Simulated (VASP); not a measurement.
A run of VASP 6.6.1 is set up as follows.

File INCAR:

```
SYSTEM = Te2Mo
ALGO = Normal ; EDIFF = 1E-6
ENCUT = 500 ; GGA = PS
GGA_COMPAT = .False. ; ISIF = 2
ISMEAR = -1 ; LASPH = .True.
LCHARG = .True. ; LELF = .True.
LREAL = .False. ; LVHAR = .True.
LWAVE = .False. ; NBANDS = 35
NELM = 120 ; PREC = Accurate
SIGMA = 0.05
```

Contents of KPOINTS:

```
k-points
0
Gamma
  7 7 2
  0 0 0
```

Contents of POSCAR:

```
Te2Mo
1.0
    3.5182000000      0.0000000000      0.0000000000
   -1.7591000000      3.0468505756      0.0000000000
    0.0000000000      0.0000000000     13.9736000000
Te Mo
4 2
Direct
    0.6666666667      0.3333333333      0.3790000000
    0.3333333333      0.6666666667      0.8790000000
    0.6666666667      0.3333333333      0.1210000000
    0.3333333333      0.6666666667      0.6210000000
    0.6666666667      0.3333333333      0.7500000000
    0.3333333333      0.6666666667      0.2500000000
```

Potentials or basis: VASP PAW PBE potentials, release 64 (Te, Mo_sv).

The run is started by

```bash
$ cat potpaw_PBE.64/Te/POTCAR potpaw_PBE.64/Mo_sv/POTCAR > POTCAR
$ mpirun -np 1 vasp_std > vasp.out
```

Question: Estimate the largest force.

Answer: 0.061 eV/Å.

Question: Estimate the band gap on the k mesh.

Answer: 0.81 eV, indirect (least direct gap 1.25 eV).

Question: Predict the pressure.

Answer: -1.0 GPa.

Forces on the atoms (eV/Å):
```
Te   0.000  0.000 -0.061
Te   0.000  0.000 -0.061
Te   0.000  0.000  0.061
Te   0.000  0.000  0.061
Mo   0.000  0.000  0.000
Mo   0.000  0.000  0.000
```

Caveat: the PAW data sets were made with another functional, which shifts forces and pressure a little; spin-orbit coupling is left out, which moves the levels of the heavy elements; this functional lacks dispersion, which binds the layers, so the pressure and a relaxed spacing across them are unreliable.

**What was measured.**

From “Broadband infrared study of pressure-tunable Fano resonance and metallization transition in 2H-MoTe2”, 2022, pmc:9569381, for a bulk crystal of Te2Mo at 300 K: band gap 0.88 ± 0.05 eV (indirect).

A measured gap of Te2Mo is 0.88 eV (indirect; 300 K; quoted in “Broadband infrared study of pressure-tunable Fano resonance and metallization transition in 2H-MoTe2”, 2022, pmc:9569381); the calculated 0.81 eV misses it by -0.07 eV. Spin-orbit coupling on Mo, Te is left out. The value is that of PBEsol on a finite k mesh, which can miss the band edges, without temperature or zero-point motion. Semilocal functionals fall short of measured gaps as a rule.
